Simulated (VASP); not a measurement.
The system is Pt.

```
Pt
1.0
    -1.51792    1.61257    1.57266
     1.58438   -1.59122    1.61776
     1.52358    1.59687   -1.55131
Pt
1
Direct
  0.98769 0.99114 0.98751
```

Base run:

- Program: VASP 6.6.1
- Functional: PBE
- Potentials or basis: VASP PAW PBE potentials, release 64 (Pt)
- Cutoff: 520 eV
- k mesh: 13 × 13 × 13
- Occupations: methfessel-paxton, width 0.1 eV
- Spin: no spin polarisation

Its results: band gap on the k mesh zero (bands 5 and 6 overlap by 2.20 eV); pressure -1.1 GPa.

The run is repeated on the same cell with these changes: k mesh from 13 × 13 × 13 to 8 × 8 × 9; further incar settings from ALGO = Fast; EDIFF = 1e-06; NBANDS = 11 to ALGO = Normal; EDIFF = 1e-07; NBANDS = 11. What comes out?

Band gap on the k mesh zero (bands 5 and 6 overlap by 1.98 eV); pressure -0.6 GPa.

Caveats: spin-orbit coupling is left out, which moves the levels of the heavy elements.
